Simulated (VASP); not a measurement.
Write the native input for VASP 6.6.1 that does the following.

| Quantity | Value |
| --- | --- |
| Task | single point |
| Functional | PBEsol |
| Potentials or basis | VASP PAW PBE potentials, release 64 (Ba_sv, Sb_d_GW, Mg_sv, F) |
| Cutoff | 840 eV |
| k mesh | 6 × 6 × 4 |
| Occupations | gaussian, width 0.02 eV |
| Spin | no spin polarisation |
| Dipole correction | no |
| Further INCAR settings | ALGO = Normal; EDIFF = 1e-06; NBANDS = 52 |

The structure of BaMgSbF lies in POSCAR:

```
BaMgSbF
1.0
    4.5615182172      0.0000000000      0.0000000000
    0.0000000000      4.5615182172      0.0000000000
    0.0000000000      0.0000000000      9.6885989850
Ba Sb Mg F
2 2 2 2
Direct
    0.5000000000      0.0000000000      0.1390022029
    0.0000000000      0.5000000000      0.8609977971
    0.5000000000      0.0000000000      0.6800708596
    0.0000000000      0.5000000000      0.3199291404
    0.5000000000      0.5000000000      0.5000000000
    0.0000000000      0.0000000000      0.5000000000
    0.5000000000      0.5000000000      0.0000000000
    0.0000000000      0.0000000000      0.0000000000
```

These files were run (other wordings do the same):

INCAR

```
SYSTEM = BaMgSbF
PREC = Accurate ; ENCUT = 840
EDIFF = 1E-6 ; ISMEAR = 0
SIGMA = 0.02 ; LREAL = .False.
LASPH = .True. ; NELM = 120
ALGO = Normal ; ISIF = 2
LWAVE = .False. ; LCHARG = .False.
GGA = PS ; NBANDS = 52
GGA_COMPAT = .False.
```

KPOINTS

```
regular mesh
0
Gamma
  6 6 4
  0 0 0
```

Potentials or basis: VASP PAW PBE potentials, release 64 (Ba_sv, Sb_d_GW, Mg_sv, F).

Run with:

```console
$ cat potpaw_PBE.64/Ba_sv/POTCAR potpaw_PBE.64/Sb_d_GW/POTCAR potpaw_PBE.64/Mg_sv/POTCAR potpaw_PBE.64/F/POTCAR > POTCAR
$ mpirun -np 1 vasp_std > vasp.out
```

Results of the run:

```yaml
Pressure: 0.5 GPa
Largest_force: 0.123 eV/Å
Band_gap_on_the_k_mesh: 1.14 eV
```

Caveat: the PAW data sets were made with another functional, which shifts forces and pressure a little; spin-orbit coupling is left out, which moves the levels of the heavy elements.

Wall time 15 min on 1 thread of Intel(R) Xeon(R) Platinum 8259CL CPU @ 2.50GHz (Skylake/Cascade Lake) (shared host), peak memory 0.92 GiB.
